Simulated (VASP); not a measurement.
# P (P6_422) in VASP: a series of runs

Runs on P. Level: PBE. Tasks: single point, relaxation of cell and atoms.

Everything below comes from runs of VASP 6.6.1. Logs are shortened: lines on timing, memory, paths and dates and some standing lists are left out, and cuts for length are marked.

## 1. The cell of the first run

It takes space group P6_422 (No. 181, hexagonal). Conventional cell: a = 3.348 Å, b = 3.348 Å, c = 4.915 Å, α = 90.00°, β = 90.00°, γ = 120.00°. P (site symmetry 222) has 4 P at 2.34 Å within 3.1 Å.

## 2. Single point, PBE

File INCAR:

```
PREC = Accurate
ENCUT = 520
EDIFF = 1E-6
ISMEAR = 0
SIGMA = 0.1
LREAL = False
LASPH = True
NELM = 100
ALGO = Normal
ISIF = 2
LWAVE = False
LCHARG = False
GGA = PE
NBANDS = 14
```

File KPOINTS:

```
Automatic mesh
0
Gamma
  6 6 4
```

File POSCAR:

```
P
1.0
    3.3477914097      0.0000000000      0.0000000000
   -1.6738957048      2.8992724073      0.0000000000
    0.0000000000      0.0000000000      4.9147634912
P
3
Direct
    0.0000000000      0.5000000000      0.3333333333
    0.5000000000      0.5000000000      0.6666666667
    0.5000000000      0.0000000000      0.0000000000
```

Potentials or basis: VASP PAW PBE potentials, release 64 (P).

Run with:

```bash
$ cat potpaw_PBE.64/P/POTCAR > POTCAR
$ mpirun -np 1 vasp_std > vasp.out
```

OUTCAR:

```text
PREC = Accurate
   ENCUT = 520
   EDIFF = 1E-6
   ISMEAR = 0
   LREAL = False
   LASPH = True
   NELM = 100
   ISIF = 2
   GGA = PE

 ion  position               nearest neighbor table
   1  0.000  0.500  0.333-   3 2.34   3 2.34   2 2.34   2 2.34
   2  0.500  0.500  0.667-   3 2.34   3 2.34   1 2.34   1 2.34
   3  0.500  0.000  0.000-   2 2.34   2 2.34   1 2.34   1 2.34

  LATTYP: Found a hexagonal cell.
 ALAT       =     3.3477914097
 C/A-ratio  =     1.4680614440

  Lattice vectors:

 A1 = (   3.3477914097,   0.0000000000,   0.0000000000)
 A2 = (  -1.6738957048,   2.8992724073,   0.0000000000)
 A3 = (   0.0000000000,   0.0000000000,   4.9147634912)

Analysis of symmetry for initial positions (statically):
=====================================================================
 Subroutine PRICEL returns:
 Original cell was already a primitive cell.

 Routine SETGRP: Setting up the symmetry group for a
 hexagonal supercell.

 Subroutine GETGRP returns: Found 12 space group operations
 (whereof  4 operations were pure point group operations)
 out of a pool of 24 trial point group operations.

The static configuration has the point symmetry D_2 .
 The point group associated with its full space group is D_6 .

Analysis of symmetry for dynamics (positions and initial velocities):
=====================================================================
 Subroutine PRICEL returns:
 Original cell was already a primitive cell.

 Routine SETGRP: Setting up the symmetry group for a
 hexagonal supercell.

 Subroutine GETGRP returns: Found 12 space group operations
 (whereof  4 operations were pure point group operations)
 out of a pool of 24 trial point group operations.

The dynamic configuration has the point symmetry D_2 .
 The point group associated with its full space group is D_6 .

 Subroutine INISYM returns: Found 12 space group operations
 (whereof  4 operations are pure point group operations),
 and found     1 'primitive' translations

----------------------------------------------------------------------------------------

                                     Primitive cell

  volume of cell :      47.7035

  direct lattice vectors                    reciprocal lattice vectors
     3.347791410  0.000000000  0.000000000     0.298704393  0.172457062  0.000000000
    -1.673895705  2.899272407  0.000000000     0.000000000  0.344914123  0.000000000
     0.000000000  0.000000000  4.914763491     0.000000000  0.000000000  0.203468590

  length of vectors
     3.347791410  3.347791410  4.914763491     0.344914123  0.344914123  0.203468590

  position of ions in fractional coordinates (direct lattice)
     0.000000000  0.500000000  0.333333333
     0.500000000  0.500000000  0.666666667
     0.500000000  0.000000000  0.000000000

  ion indices of the primitive-cell ions
   primitive index   ion index
                 1           1
                 2           2
                 3           3

----------------------------------------------------------------------------------------

 KPOINTS: Automatic mesh

Automatic generation of k-mesh.
 Grid dimensions read from file:
 generate k-points for:    6    6    4

 Generating k-lattice:

  Cartesian coordinates                     Fractional coordinates (reciprocal lattice)
     0.049784065  0.028742844  0.000000000     0.166666667  0.000000000  0.000000000
     0.000000000  0.057485687  0.000000000     0.000000000  0.166666667  0.000000000
     0.000000000  0.000000000  0.050867148     0.000000000  0.000000000  0.250000000

  Length of vectors
     0.057485687  0.057485687  0.050867148

  Shift w.r.t. Gamma in fractional coordinates (k-lattice)
     0.000000000  0.000000000  0.000000000

 Subroutine IBZKPT returns following result:
 ===========================================

 Found     21 irreducible k-points:

 Following reciprocal coordinates:
            Coordinates               Weight
  0.000000  0.000000  0.000000      1.000000
  0.166667  0.000000  0.000000      6.000000
  0.333333 -0.000000  0.000000      6.000000
  0.500000  0.000000  0.000000      3.000000
  0.166667  0.166667  0.000000      6.000000
  0.333333  0.166667  0.000000     12.000000
[... 13 lines left out ...]
  0.333333  0.166667  0.500000     12.000000
  0.333333  0.333333  0.500000      2.000000
   k-points           NKPTS =     21   k-points in BZ     NKDIM =     21   number of bands    NBANDS=     14
   number of dos      NEDOS =    301   number of ions     NIONS =      3
   total plane-waves  NPLWV =  31360
   dimension x,y,z NGX =    28 NGY =   28 NGZ =   40
   dimension x,y,z NGXF=    56 NGYF=   56 NGZF=   80
   ions per type =               3
   NGX,Y,Z   is equivalent  to a cutoff of  13.90, 13.90, 13.53 a.u.
   NGXF,Y,Z  is equivalent  to a cutoff of  27.81, 27.81, 27.06 a.u.
 SYSTEM =  unknown system
   PREC   = accura    normal or accurate (medium, high low for compatibility)
   ISTART =      0    job   : 0-new  1-cont  2-samecut
   ICHARG =      2    charge: 1-file 2-atom 10-const
   ISPIN  =      1    spin polarized calculation?
   LNONCOLLINEAR =      F non collinear calculations
   LSORBIT =      F    spin-orbit coupling
   LASPH  =      T    aspherical Exc in radial PAW
   ENCUT  =  520.0 eV  38.22 Ry    6.18 a.u.   6.22  6.22  9.14*2*pi/ulx,y,z
   NELM   =    100;   NELMIN=  2; NELMDL= -5     # of ELM steps
   EDIFF  = 0.1E-05   stopping-criterion for ELM
   LREAL  =      F    real-space projection
[... 7 lines left out ...]
   TEBEG  =    0.0;   TEEND  =   0.0 temperature during run
   PSTRESS=    0.0 pullay stress
   NELECT =      15.0000    total number of electrons
   NUPDOWN=      -1.0000    fix difference up-down
   EMIN   =  10.00;   EMAX   =-10.00  energy-range for DOS
   EFERMI =   0.00;   METHOD = LEGACY
   ISMEAR =     0;   SIGMA  =   0.10  broadening in eV -4-tet -1-fermi 0-gaus
   EFERMI_NEDOS =   21; number of points for ismear=-14 and -15
   IALGO  =     38    algorithm
   IMIX   =      4    mixing-type and parameters
     AMIX     =   0.40;   BMIX     =  1.00
     AMIX_MAG =   1.60;   BMIX_MAG =  1.00
  volume/ion in A,a.u.               =      15.90       107.31
  Fermi-wavevector in a.u.,A,eV,Ry     =   1.113239  2.103717 16.861727  1.239302
  Thomas-Fermi vector in A             =   2.249822
   LORBIT       =      0    0 simple, 1 ext, 2 COOP (PROOUT), +10 PAW based schemes
   GGA     = PE    functional components
   LHFCALC =     F    Hartree Fock is set to
   AEXX    =    0.0000 exact exchange contribution
   IVDW    =     0    specifies the selected vdW correction
   LEPSILON=     F    determine dielectric tensor
   LRPA    =     F    only Hartree local field effects (RPA)
 non-spin polarized calculation
 Gauss-broadening in eV      SIGMA  =   0.10
  energy-cutoff  :      520.00
  volume of cell :       47.70
 maximum number of plane-waves:      1296
 NGX is ok and might be reduce to    28
   NGX = 13   NGY = 13   NGZ = 19

 number of electron      15.0000000 magnetization

 Free energy of the ion-electron system (eV)
  ---------------------------------------------------
  ext. energy  EPLUGINS =         0.00000000
  ---------------------------------------------------
  free energy    TOTEN  =       -14.83601030 eV

  energy without entropy =      -14.83114342  energy(sigma->0) =      -14.83357686

 E-fermi :   8.5584     XC(G=0): -10.8880

 val. band max:        8.5414145826   @ k =   0.3333   0.1667   0.0000
 cond. band min:       8.8201846215   @ k =   0.3333  -0.0000   0.5000
 fundamental gap:      0.2787700389
 Fermi energy:         8.5583507908

 k-point     1 :       0.0000    0.0000    0.0000
  band No.  band energies     occupation
      1      -7.4557      2.00000
      2      -1.9392      2.00000
      3      -1.9392      2.00000
      4       5.6156      2.00000
      5       7.6362      2.00000
      6       7.6362      2.00000
      7      10.2255      0.00000
      8      10.2255      0.00000
      9      11.5155      0.00000
     10      11.5155      0.00000
     11      12.9650      0.00000
     12      13.1875      0.00000
     13      13.1875      0.00000
     14      13.3662      0.00000

 k-point     2 :       0.1667    0.0000    0.0000
  band No.  band energies     occupation
      1      -7.0372      2.00000
      2      -1.7160      2.00000
      3      -1.5647      2.00000
      4       3.8918      2.00000
      5       6.3129      2.00000
      6       6.3961      2.00000
      7       9.2705      0.00000
      8       9.8786      0.00000
      9      10.9254      0.00000
     10      11.9474      0.00000
     11      12.4121      0.00000
     12      13.8736      0.00000
     13      14.0268      0.00000
     14      14.6234      0.00000

 k-point     3 :       0.3333   -0.0000    0.0000
  band No.  band energies     occupation
      1      -5.8360      2.00000
      2      -1.7725      2.00000
      3      -0.5324      2.00000
      4       1.8274      2.00000
      5       4.2973      2.00000
      6       5.2341      2.00000
      7       6.5971      2.00000
      8       8.2796      1.99992
      9      10.3297      0.00000
     10      10.7662      0.00000
     11      12.6134      0.00000
     12      13.6364      0.00000
     13      15.9597      0.00000
     14      16.9373      0.00000
[... 273 lines left out ...]
 k-point    20 :       0.3333    0.1667    0.5000
  band No.  band energies     occupation
      1      -3.9380      2.00000
      2      -3.1932      2.00000
      3      -0.8610      2.00000
      4       1.3703      2.00000
      5       3.3524      2.00000
      6       3.9085      2.00000
      7       8.1627      2.00000
      8       8.8779      0.00001
      9      10.3694      0.00000
     10      10.9143      0.00000
     11      11.4011      0.00000
     12      13.3645      0.00000
     13      14.8991      0.00000
     14      17.2858      0.00000

 k-point    21 :       0.3333    0.3333    0.5000
  band No.  band energies     occupation
      1      -3.3467      2.00000
      2      -1.9125      2.00000
      3      -1.9125      2.00000
      4       1.0853      2.00000
      5       2.3915      2.00000
      6       2.3915      2.00000
      7       9.2580      0.00000
      8       9.2580      0.00000
      9      10.6662      0.00000
     10      10.6662      0.00000
     11      11.4671      0.00000
     12      13.6721      0.00000
     13      15.6774      0.00000
     14      17.0150      0.00000

------------------------ aborting loop because EDIFF is reached ----------------------------------------

  FORCE on cell =-STRESS in cart. coord.  units (eV):
  Direction    XX          YY          ZZ          XY          YZ          ZX
  --------------------------------------------------------------------------------------
  -------------------------------------------------------------------------------------
  Total       -0.0745406     -0.0745406     -0.0800588     -0.0000000      0.0000000      0.0000000
  in kB       -2.5035324     -2.5035324     -2.6888696     -0.0000000      0.0000000      0.0000000
  external PRESSURE =      -2.5653115 kB  Pullay stress =       0.0000000 kB

 VOLUME and BASIS-vectors are now :
 -----------------------------------------------------------------------------
  energy-cutoff  :      520.00
  volume of cell :       47.70
      direct lattice vectors                 reciprocal lattice vectors
     3.347791410  0.000000000  0.000000000     0.298704393  0.172457062  0.000000000
    -1.673895705  2.899272407  0.000000000     0.000000000  0.344914123  0.000000000
     0.000000000  0.000000000  4.914763491     0.000000000  0.000000000  0.203468590

 POSITION                                       TOTAL-FORCE (eV/Angst)
 -----------------------------------------------------------------------------------
     -0.83695      1.44964      1.63825        -0.000000      0.000000     -0.000000
      0.83695      1.44964      3.27651         0.000000     -0.000000      0.000000
      1.67390      0.00000      0.00000         0.000000     -0.000000      0.000000
 -----------------------------------------------------------------------------------
    total drift:                                0.000000      0.000000     -0.000000

  FREE ENERGIE OF THE ION-ELECTRON SYSTEM (eV)
  ---------------------------------------------------
  free  energy   TOTEN  =       -14.8360103039 eV

  energy  without entropy=      -14.8311434226  energy(sigma->0) =      -14.83357686
```

It took 17 s on 1 thread of Intel Xeon Platinum 8259CL at 2.50GHz (Skylake/Cascade Lake), shared host; peak memory 0.16 GiB.

What came out:

```
Free energy : -14.8360 eV
Pressure    : -0.3 GPa
```

Caveat: the k points lie up to 0.36 Å⁻¹ apart.

## 3. Relaxation of cell and atoms, PBE

This run uses another cell than the first one, of 13.06 Å³/atom, 0.821 times its volume.

File INCAR:

```
SYSTEM = P
PREC = Accurate
ENCUT = 600
EDIFF = 1E-6
ISMEAR = 0
SIGMA = 0.1
LREAL = .False.
LASPH = .True.
NELM = 100
ALGO = Normal
ISIF = 3
LWAVE = .False.
LCHARG = .False.
GGA = PE
IBRION = 2
NSW = 90
EDIFFG = -0.04
```

File KPOINTS:

```
regular mesh
0
Gamma
  6 6 4
  0 0 0
```

File POSCAR:

```
P
1.0
    3.4568826400      0.0000000000      0.0000000000
   -1.7284413200      2.9937481800      0.0000000000
    0.0000000000      0.0000000000      3.7853421900
P
3
Direct
    0.0000000000      0.5000000000      0.3333333300
    0.5000000000      0.5000000000      0.6666666700
    0.5000000000      0.0000000000      0.0000000000
```

Potentials or basis: VASP PAW PBE potentials, release 64 (P).

Run with:

```bash
$ cat potpaw_PBE.64/P/POTCAR > POTCAR
$ mpirun -np 1 vasp_std > vasp.out
```

Run time: 83 s. Hardware: 1 thread of Intel Xeon Platinum 8259CL at 2.50GHz (Skylake/Cascade Lake), shared host; peak memory 0.15 GiB.

Results (log left out):

* Free energy: -14.8343 eV
* Relaxed volume: 15.85 Å³/atom
* Relaxed cell: a = 3.343 Å, b = 3.343 Å, c = 4.914 Å, α = 90.00°, β = 90.00°, γ = 120.00°
* Space group after relaxing (to 0.05 Å): P6_422 (No. 181)
* Energy gained by relaxing: 551.7 meV/atom
* Ionic steps: 10
* Pressure after relaxing: 0.0 GPa

Stress tensor (GPa, compression positive):
```
 0.04  0.00  0.00
 0.00  0.04  0.00
 0.00  0.00 -0.16
```

Step by step:
```
step  energy change (eV)  largest force (eV/Å)  pressure (GPa)  volume (Å³)
   1              0.0000                0.0000           32.14        39.17
   2             -1.2493                0.0000           -2.99        55.89
   3             -1.2673                0.0000           -0.28        53.48
   4             -1.2674                0.0000           -0.68        53.79
   5             -1.2921                0.0000           -0.63        53.42
   6             -1.4435                0.0000           -2.10        52.21
   7             -1.6386                0.0000           -2.84        49.35
   8             -1.6453                0.0000           -0.29        47.43
   9             -1.6482                0.0000           -1.26        48.09
  10             -1.6552                0.0000           -0.02        47.56
```

Final structure:
```
P
1.0
     3.34310    0.00000    0.00000
    -1.67155    2.89521    0.00000
     0.00000    0.00000    4.91385
P
3
Direct
  0.00000 0.50000 0.33333
  0.50000 0.50000 0.66667
  0.50000 0.00000 0.00000
```

Levels at points of the mesh, in eV from the Fermi level:
```csv
k point,band 4,band 5,band 6,band 7,band 8,band 9,band 10,band 11
"(0.00, 0.00, 0.00)",-2.93,-0.91,-0.91,1.70,1.70,2.97,2.97,4.43
"(0.50, 0.00, 0.00)",-6.63,-5.57,-4.31,-2.97,-0.93,1.51,1.79,3.91
"(0.00, 0.00, 0.50)",-3.45,-1.89,-1.89,-1.05,2.22,2.22,3.18,3.18
"(0.50, 0.00, 0.50)",-7.82,-3.61,-3.17,-1.28,-0.12,1.15,1.56,2.42
```

Caveat: the k points lie up to 0.36 Å⁻¹ apart in the final cell; the volume moved by over 15 % at a fixed basis, so the end points are rough.
